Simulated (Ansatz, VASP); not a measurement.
## Two plane-wave programs on Hg

```
Hg
1.0
     3.41330    0.00000    0.00000
     0.00000    5.49913    0.00000
    -1.69985    0.00000    3.02413
Hg
2
Direct
  0.34052 0.74924 0.20345
  0.62984 0.24478 0.79570
```

Change from the starting cell: atoms moved at random, drawn with an rms of 0.05 Å.

Alike in both runs: task single point; functional PBE; k mesh 9 × 5 × 9; occupations fermi-dirac, width 0.05 eV; no spin polarisation.

|  | VASP | Ansatz |
| --- | --- | --- |
| version | VASP 6.6.1 | Ansatz 0.2.0 |
| potentials or method | VASP PAW PBE potentials, release 64 (Hg) | Ansatz PAW |
| plane-wave cutoff (eV) | 520 | 420 |
| valence electrons in the cell | 24 | 40 |

Ansatz gave:

| Item | Value |
| --- | --- |
| gap on the k mesh at the Fermi level (eV) | none |
| pressure (GPa) | 0.9 |
| traceless stress, the component that is largest in VASP (GPa) | -0.27 |
| rms of the force components (eV/Å) | 0.023 |

Q: Estimate VASP's values.

A: gap on the k mesh at the Fermi level (eV): none; pressure (GPa): 1.0; traceless stress, the component that is largest in VASP (GPa): -0.28; rms of the force components (eV/Å): 0.024.

Atom by atom the forces differ by 0.002 eV/Å (rms over components). A gap of «none» marks a metal or a gap that the smearing closes. VASP's potentials hold 24 valence electrons a cell and Ansatz's 40, so a difference there can come from the potentials and not from the codes.

Spin-orbit coupling is off throughout.
